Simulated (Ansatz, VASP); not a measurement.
**NbH2: VASP beside Ansatz**

The input INCAR:

```
PREC = Accurate
ENCUT = 520
EDIFF = 1E-7
ISMEAR = 0
SIGMA = 0.15
LREAL = F
LASPH = T
NELM = 80
ALGO = Normal
ISIF = 2
LWAVE = F
LCHARG = F
GGA = PS
NBANDS = 14
```

File KPOINTS:

```
Automatic mesh
0
Gamma
  18 18 18
```

Contents of POSCAR:

```
NbH2
1.0
    0.0000000000      2.2815000000      2.2815000000
    2.2815000000      0.0000000000      2.2815000000
    2.2815000000      2.2815000000      0.0000000000
Nb H
1 2
Direct
    0.0000000000      0.0000000000      0.0000000000
    0.2171268902      0.2171268902      0.2828731098
    0.7171268902      0.7171268902      0.7828731098
```

Input for Ansatz:

```yaml
crystal:
  lattice:
    - [0.0, 2.2815, 2.2815]
    - [2.2815, 0.0, 2.2815]
    - [2.2815, 2.2815, 0.0]
  atoms:
    - { symbol: Nb, position: [0.0, 0.0, 0.0] }
    - { symbol: H, position: [0.2171268902, 0.2171268902, 0.2828731098] }
    - { symbol: H, position: [0.7171268902, 0.7171268902, 0.7828731098] }
basis:
  ecutwfc: 420
kpoints:
  mp_grid: { grid: [18, 18, 18] }
hamiltonian:
  xc: pbesol
scf:
  occupations: { method: gaussian, width: 0.15 }
output:
  forces: true
  stress: true
  eigenvalues: true
```

Change from the starting cell: all H atoms moved +0.150 Å, as atom 2 towards its neighbour atom 3 (H) at 2.281 Å.

Alike in both runs: task single point; functional PBEsol; k mesh 18 × 18 × 18; occupations gaussian, width 0.15 eV; no spin polarisation.

```csv
,VASP,Ansatz
version,VASP 6.6.1,Ansatz 0.2.0
potentials or method,"VASP PAW PBE potentials, release 64 (Nb_sv, H), cutoff 520 eV","scalar-relativistic, plane waves, PAW"
valence electrons in the cell,15,15
```

Ansatz gave:

| Quantity | Value |
| --- | --- |
| gap on the k mesh at the Fermi level (eV) | none |
| pressure (GPa) | -3.8 |
| traceless stress, the component that is largest in VASP (GPa) | -1.42 |
| rms of the force components (eV/Å) | 0.517 |

What did VASP give for the same quantities?

gap on the k mesh at the Fermi level (eV): none; pressure (GPa): -4.2; traceless stress, the component that is largest in VASP (GPa): -1.41; rms of the force components (eV/Å): 0.517.

VASP's potentials were made for PBE, not for PBEsol. Atom by atom the forces differ by 0.000 eV/Å (rms over components). A gap of «none» marks a metal or a gap that the smearing closes. With one functional, cell and mesh, what is left measures potentials, basis and numerics.
